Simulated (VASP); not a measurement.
# GaN (P6_3mc) in VASP: notebook

Runs on GaN. Level: PBE. Tasks: single point.

Program: VASP 6.6.1. These are calculated values, not measurements. Logs are shortened: lines on timing, memory, paths and dates and some standing lists are left out, and cuts for length are marked.

### 1 The cell of the first run

It takes space group P6_3mc (No. 186, hexagonal). The conventional cell has a = 3.167 Å, b = 3.167 Å, c = 10.506 Å, α = 90.00°, β = 90.00°, γ = 120.00°. Within 2.6 Å of Ga (site symmetry 3m) lie 4 N at 1.96 to 1.99 Å. Within 2.6 Å of Ga (site symmetry 3m) lie 3 N at 1.94 Å. N (site symmetry 3m) has 3 Ga at 1.96 Å within 2.6 Å. N (site symmetry 3m) has 4 Ga at 1.94 to 1.99 Å within 2.6 Å.

### 2 Single point, PBE

The input, INCAR:

```
PREC = Accurate ; ENCUT = 520
EDIFF = 1E-6 ; ISMEAR = 0
SIGMA = 0.02 ; LREAL = False
LASPH = True ; NELM = 100
ALGO = Normal ; ISIF = 2
LWAVE = False ; LCHARG = False
GGA = PE ; NBANDS = 46
```

The input, KPOINTS:

```
regular mesh
0
Gamma
  12 12 4
```

The input, POSCAR:

```
GaN
1.0
    3.1667383386      0.0000000000      0.0000000000
   -1.5833691693      2.7424758484      0.0000000000
    0.0000000000      0.0000000000     10.5056694184
Ga N
4 4
Direct
    0.0000000000      0.0000000000      0.2834932207
    0.3333333333      0.6666666667      0.5311971386
    0.6666666667      0.3333333333      0.0311971386
    0.0000000000      0.0000000000      0.7834932207
    0.3333333333      0.6666666667      0.8514527462
    0.0000000000      0.0000000000      0.5938568945
    0.6666666667      0.3333333333      0.3514527462
    0.0000000000      0.0000000000      0.0938568945
```

Potentials or basis: VASP PAW PBE potentials, release 64 (Ga_d, N).

Launch:

```console
cat potpaw_PBE.64/Ga_d/POTCAR potpaw_PBE.64/N/POTCAR > POTCAR
mpirun -np 1 vasp_std > vasp.out
```

OUTCAR:

```text
PREC = Accurate
   ENCUT = 520
   EDIFF = 1E-6
   ISMEAR = 0
   LREAL = False
   LASPH = True
   NELM = 100
   ISIF = 2
   GGA = PE

 ion  position               nearest neighbor table
   1  0.000  0.000  0.283-   7 1.96   7 1.96   7 1.96   8 1.99
   2  0.333  0.667  0.531-   6 1.94   6 1.94   6 1.94
   3  0.667  0.333  0.031-   8 1.94   8 1.94   8 1.94
   4  0.000  0.000  0.783-   5 1.96   5 1.96   5 1.96   6 1.99
   5  0.333  0.667  0.851-   4 1.96   4 1.96   4 1.96
   6  0.000  0.000  0.594-   2 1.94   2 1.94   2 1.94   4 1.99
   7  0.667  0.333  0.351-   1 1.96   1 1.96   1 1.96
   8  0.000  0.000  0.094-   3 1.94   3 1.94   3 1.94   1 1.99

  LATTYP: Found a hexagonal cell.
 ALAT       =     3.1667383386
 C/A-ratio  =     3.3175047304

  Lattice vectors:

 A1 = (   3.1667383386,   0.0000000000,   0.0000000000)
 A2 = (  -1.5833691693,   2.7424758484,   0.0000000000)
 A3 = (   0.0000000000,   0.0000000000,  10.5056694184)

Analysis of symmetry for initial positions (statically):
=====================================================================
 Subroutine PRICEL returns:
 Original cell was already a primitive cell.

 Routine SETGRP: Setting up the symmetry group for a
 hexagonal supercell.

 Subroutine GETGRP returns: Found 12 space group operations
 (whereof  6 operations were pure point group operations)
 out of a pool of 24 trial point group operations.

The static configuration has the point symmetry C_3v.
 The point group associated with its full space group is C_6v.

Analysis of symmetry for dynamics (positions and initial velocities):
=====================================================================
 Subroutine PRICEL returns:
 Original cell was already a primitive cell.

 Routine SETGRP: Setting up the symmetry group for a
 hexagonal supercell.

 Subroutine GETGRP returns: Found 12 space group operations
 (whereof  6 operations were pure point group operations)
 out of a pool of 24 trial point group operations.

The dynamic configuration has the point symmetry C_3v.
 The point group associated with its full space group is C_6v.

 Subroutine INISYM returns: Found 12 space group operations
 (whereof  6 operations are pure point group operations),
 and found     1 'primitive' translations

----------------------------------------------------------------------------------------

                                     Primitive cell

  volume of cell :      91.2386

  direct lattice vectors                    reciprocal lattice vectors
     3.166738339  0.000000000  0.000000000     0.315782327  0.182317011  0.000000000
    -1.583369169  2.742475848  0.000000000     0.000000000  0.364634022  0.000000000
     0.000000000  0.000000000 10.505669418     0.000000000  0.000000000  0.095186700

  length of vectors
     3.166738339  3.166738339 10.505669418     0.364634022  0.364634022  0.095186700

  position of ions in fractional coordinates (direct lattice)
     0.000000000  0.000000000  0.283493221
     0.333333333  0.666666667  0.531197139
     0.666666667  0.333333333  0.031197139
     0.000000000  0.000000000  0.783493221
     0.333333333  0.666666667  0.851452746
     0.000000000  0.000000000  0.593856895
     0.666666667  0.333333333  0.351452746
     0.000000000  0.000000000  0.093856895

  ion indices of the primitive-cell ions
   primitive index   ion index
                 1           1
                 2           2
                 3           3
                 4           4
                 5           5
                 6           6
                 7           7
                 8           8

----------------------------------------------------------------------------------------

 KPOINTS: regular mesh

Automatic generation of k-mesh.
 Grid dimensions read from file:
 generate k-points for:   12   12    4

 Generating k-lattice:

  Cartesian coordinates                     Fractional coordinates (reciprocal lattice)
     0.026315194  0.015193084  0.000000000     0.083333333  0.000000000  0.000000000
     0.000000000  0.030386169  0.000000000     0.000000000  0.083333333  0.000000000
     0.000000000  0.000000000  0.023796675     0.000000000  0.000000000  0.250000000

  Length of vectors
     0.030386169  0.030386169  0.023796675

  Shift w.r.t. Gamma in fractional coordinates (k-lattice)
     0.000000000  0.000000000  0.000000000

 Subroutine IBZKPT returns following result:
 ===========================================

 Found     57 irreducible k-points:

 Following reciprocal coordinates:
            Coordinates               Weight
  0.000000  0.000000  0.000000      1.000000
  0.083333  0.000000  0.000000      6.000000
  0.166667  0.000000  0.000000      6.000000
  0.250000  0.000000  0.000000      6.000000
  0.333333 -0.000000  0.000000      6.000000
  0.416667  0.000000  0.000000      6.000000
[... 16 lines left out ...]
  0.250000  0.000000  0.250000     12.000000
  0.333333 -0.000000  0.250000     12.000000
 [... further k-points ...]
   k-points           NKPTS =     57   k-points in BZ     NKDIM =     57   number of bands    NBANDS=     46
   number of dos      NEDOS =    301   number of ions     NIONS =      8
   total plane-waves  NPLWV =  46080
   dimension x,y,z NGX =    24 NGY =   24 NGZ =   80
   dimension x,y,z NGXF=    48 NGYF=   48 NGZF=  160
   ions per type =               4   4
   NGX,Y,Z   is equivalent  to a cutoff of  12.60, 12.60, 12.66 a.u.
   NGXF,Y,Z  is equivalent  to a cutoff of  25.20, 25.20, 25.32 a.u.
 SYSTEM =  unknown system
   PREC   = accura    normal or accurate (medium, high low for compatibility)
   ISTART =      0    job   : 0-new  1-cont  2-samecut
   ICHARG =      2    charge: 1-file 2-atom 10-const
   ISPIN  =      1    spin polarized calculation?
   LNONCOLLINEAR =      F non collinear calculations
   LSORBIT =      F    spin-orbit coupling
   LASPH  =      T    aspherical Exc in radial PAW
   ENCUT  =  520.0 eV  38.22 Ry    6.18 a.u.   5.89  5.89 19.53*2*pi/ulx,y,z
   NELM   =    100;   NELMIN=  2; NELMDL= -5     # of ELM steps
   EDIFF  = 0.1E-05   stopping-criterion for ELM
   LREAL  =      F    real-space projection
   EDIFFG = 0.1E-04   stopping-criterion for IOM
   NSW    =      0    number of steps for IOM
   IBRION =     -1    ionic relax: 0-MD 1-quasi-New 2-CG
   NFREE  =      0    steps in history (QN), initial steepest desc. (CG)
   ISIF   =      2    stress and relaxation
   ISYM   =      2    0-nonsym 1-usesym 2-fastsym
   POTIM  = 0.5000    time-step for ionic-motion
   TEBEG  =    0.0;   TEEND  =   0.0 temperature during run
   PSTRESS=    0.0 pullay stress
   NELECT =      72.0000    total number of electrons
   NUPDOWN=      -1.0000    fix difference up-down
   EMIN   =  10.00;   EMAX   =-10.00  energy-range for DOS
   EFERMI =   0.00;   METHOD = LEGACY
   ISMEAR =     0;   SIGMA  =   0.02  broadening in eV -4-tet -1-fermi 0-gaus
   EFERMI_NEDOS =   21; number of points for ismear=-14 and -15
   IALGO  =     38    algorithm
   IMIX   =      4    mixing-type and parameters
     AMIX     =   0.40;   BMIX     =  1.00
     AMIX_MAG =   1.60;   BMIX_MAG =  1.00
  volume/ion in A,a.u.               =      11.40        76.96
  Fermi-wavevector in a.u.,A,eV,Ry     =   1.512839  2.858851 31.139413  2.288682
  Thomas-Fermi vector in A             =   2.622710
   LORBIT       =      0    0 simple, 1 ext, 2 COOP (PROOUT), +10 PAW based schemes
   GGA     = PE    functional components
   LHFCALC =     F    Hartree Fock is set to
   AEXX    =    0.0000 exact exchange contribution
   IVDW    =     0    specifies the selected vdW correction
   LEPSILON=     F    determine dielectric tensor
   LRPA    =     F    only Hartree local field effects (RPA)
 non-spin polarized calculation
 Gauss-broadening in eV      SIGMA  =   0.02
  energy-cutoff  :      520.00
  volume of cell :       91.24
 maximum number of plane-waves:      2472
 NGX is ok and might be reduce to    24
   NGX = 11   NGY = 11   NGZ = 39

 number of electron      72.0000015 magnetization

 Free energy of the ion-electron system (eV)
  ---------------------------------------------------
  ext. energy  EPLUGINS =         0.00000000
  ---------------------------------------------------
  free energy    TOTEN  =       -46.43061066 eV

  energy without entropy =      -46.43061066  energy(sigma->0) =      -46.43061066

 E-fermi :   5.6893     XC(G=0): -11.7994

 val. band max:        5.6118062751   @ k =   0.0000   0.0000   0.0000
 cond. band min:       6.6457238751   @ k =   0.0000   0.0000   0.0000
 fundamental gap:      1.0339176000
 Fermi energy:         5.6892937839

 k-point     1 :       0.0000    0.0000    0.0000
  band No.  band energies     occupation
      1     -10.5512      2.00000
      2     -10.1955      2.00000
      3      -9.5769      2.00000
      4      -9.3854      2.00000
      5      -8.4141      2.00000
      6      -8.4141      2.00000
[... 38 lines left out ...]
     45      14.7238      0.00000
     46      15.4547      0.00000

 k-point     2 :       0.0833    0.0000    0.0000
  band No.  band energies     occupation
      1     -10.4815      2.00000
      2     -10.1500      2.00000
      3      -9.5361      2.00000
      4      -9.3727      2.00000
      5      -8.4242      2.00000
      6      -8.4226      2.00000
[... 38 lines left out ...]
     45      14.9411      0.00000
     46      15.1574      0.00000

 k-point     3 :       0.1667    0.0000    0.0000
  band No.  band energies     occupation
      1     -10.2958      2.00000
      2     -10.0359      2.00000
      3      -9.4353      2.00000
      4      -9.3402      2.00000
      5      -8.4288      2.00000
      6      -8.4276      2.00000
[... 38 lines left out ...]
     45      14.6130      0.00000
     46      15.1660      0.00000

 k-point     4 :       0.2500    0.0000    0.0000
  band No.  band energies     occupation
      1     -10.0686      2.00000
      2      -9.9097      2.00000
      3      -9.3226      2.00000
      4      -9.2922      2.00000
      5      -8.4163      2.00000
      6      -8.4146      2.00000
[... 920 lines left out ...]
     45      14.6568      0.00000
     46      15.0673      0.00000

 k-point    23 :       0.2500    0.0000    0.2500
  band No.  band energies     occupation
      1     -10.0473      2.00000
      2      -9.9353      2.00000
      3      -9.3167      2.00000
      4      -9.2956      2.00000
      5      -8.4158      2.00000
      6      -8.4146      2.00000
[... 38 lines left out ...]
     45      14.5127      0.00000
     46      14.9487      0.00000

 k-point    24 :       0.3333   -0.0000    0.2500
  band No.  band energies     occupation
      1      -9.8877      2.00000
      2      -9.8343      2.00000
      3      -9.2379      2.00000
      4      -9.2287      2.00000
      5      -8.4030      2.00000
      6      -8.4005      2.00000
[... 38 lines left out ...]
     45      15.0148      0.00000
     46      15.2103      0.00000

 [... further k-points ...]
[... 5 lines left out ...]
  --------------------------------------------------------------------------------------
  -------------------------------------------------------------------------------------
  Total       -0.0065278     -0.0065278     -0.0819127      0.0000000     -0.0000000      0.0000000
  in kB       -0.1146306     -0.1146306     -1.4384112      0.0000000     -0.0000000      0.0000000
  external PRESSURE =      -0.5558908 kB  Pullay stress =       0.0000000 kB

 VOLUME and BASIS-vectors are now :
 -----------------------------------------------------------------------------
  energy-cutoff  :      520.00
  volume of cell :       91.24
      direct lattice vectors                 reciprocal lattice vectors
     3.166738339  0.000000000  0.000000000     0.315782327  0.182317011  0.000000000
    -1.583369169  2.742475848  0.000000000     0.000000000  0.364634022  0.000000000
     0.000000000  0.000000000 10.505669418     0.000000000  0.000000000  0.095186700

 POSITION                                       TOTAL-FORCE (eV/Angst)
 -----------------------------------------------------------------------------------
      0.00000      0.00000      2.97829         0.000000      0.000000     -0.007856
     -0.00000      1.82832      5.58058        -0.000000      0.000000      0.003712
      1.58337      0.91416      0.32775         0.000000     -0.000000      0.003712
      0.00000      0.00000      8.23112        -0.000000     -0.000000     -0.007856
     -0.00000      1.82832      8.94508        -0.000000     -0.000000      0.008399
      0.00000      0.00000      6.23886        -0.000000      0.000000     -0.004256
      1.58337      0.91416      3.69225         0.000000      0.000000      0.008399
      0.00000      0.00000      0.98603        -0.000000     -0.000000     -0.004256
 -----------------------------------------------------------------------------------
    total drift:                                0.000001      0.000001      0.001571

  FREE ENERGIE OF THE ION-ELECTRON SYSTEM (eV)
  ---------------------------------------------------
  free  energy   TOTEN  =       -46.4306106581 eV

  energy  without entropy=      -46.4306106581  energy(sigma->0) =      -46.43061066
```

Run time: 7.3 min. Hardware: 1 thread of AMD EPYC 7R13, shared host; peak memory 0.28 GiB.

Results:

| Item | Value |
| --- | --- |
| Free energy | -46.4306 eV |
| Pressure | -0.1 GPa |
| Largest force | 0.008 eV/Å |
| Band gap on the k mesh | 1.03 eV, direct |

Forces in eV/Å, atoms in the order of the input:
```
Ga   0.000  0.000 -0.008
Ga   0.000  0.000  0.004
Ga   0.000  0.000  0.004
Ga   0.000  0.000 -0.008
N    0.000  0.000  0.008
N    0.000  0.000 -0.004
N    0.000  0.000  0.008
N    0.000  0.000 -0.004
```

Levels at points of the mesh, in eV from the valence-band top:
```
           k point  band 33  band 34  band 35  band 36  band 37  band 38  band 39  band 40
(0.00, 0.00, 0.00)    -0.32    -0.31    -0.31     0.00     1.03     3.60     4.07     4.18
(0.50, 0.00, 0.00)    -2.02    -1.88    -1.15    -0.84     2.06     2.68     4.95     5.11
(0.00, 0.00, 0.50)    -0.32    -0.32    -0.32    -0.32     2.49     2.49     4.23     4.23
(0.50, 0.00, 0.50)    -1.48    -1.48    -1.42    -1.42     2.69     2.69     4.64     4.64
```

### 3 Single point, PBE

The input, INCAR:

```
ALGO = Normal ; EDIFF = 1E-6
ENCUT = 520 ; GGA = PE
ISIF = 2 ; ISMEAR = 0
LASPH = True ; LCHARG = False
LREAL = False ; LWAVE = False
NBANDS = 46 ; NELM = 100
PREC = Accurate ; SIGMA = 0.05
```

The input, KPOINTS:

```
k-points
0
Gamma
  12 12 4
```

POSCAR is that of step 2.

Potentials or basis: VASP PAW PBE potentials, release 64 (Ga_d, N).

Launch:

```console
cat potpaw_PBE.64/Ga_d/POTCAR potpaw_PBE.64/N/POTCAR > POTCAR
mpirun -np 1 vasp_std > vasp.out
```

Wall time 7 min (1 thread of AMD EPYC 7R13, shared host); peak memory 0.28 GiB.

It converged, with:

* Free energy: -46.4306 eV
* Pressure: -0.1 GPa
* Largest force: 0.008 eV/Å
* Band gap on the k mesh: 1.03 eV, direct

Forces in eV/Å, atoms in the order of the input:
```
Ga   0.000  0.000 -0.008
Ga   0.000  0.000  0.004
Ga   0.000  0.000  0.004
Ga   0.000  0.000 -0.008
N    0.000  0.000  0.008
N    0.000  0.000 -0.004
N    0.000  0.000  0.008
N    0.000  0.000 -0.004
```

Stress tensor (GPa, compression positive):
```
-0.01  0.00  0.00
 0.00 -0.01  0.00
 0.00  0.00 -0.14
```

Levels at points of the mesh, in eV from the valence-band top:
```csv
k point,band 32,band 33,band 34,band 35,band 36,band 37,band 38,band 39,band 40,band 41
"(0.00, 0.00, 0.00)",-0.32,-0.32,-0.31,-0.31,0.00,1.03,3.60,4.07,4.18,7.47
"(0.50, 0.00, 0.00)",-2.23,-2.02,-1.88,-1.15,-0.84,2.06,2.68,4.95,5.11,6.03
"(0.00, 0.00, 0.50)",-0.92,-0.32,-0.32,-0.32,-0.32,2.49,2.49,4.23,4.23,7.63
"(0.50, 0.00, 0.50)",-2.62,-1.48,-1.48,-1.42,-1.42,2.69,2.69,4.64,4.64,6.37
```
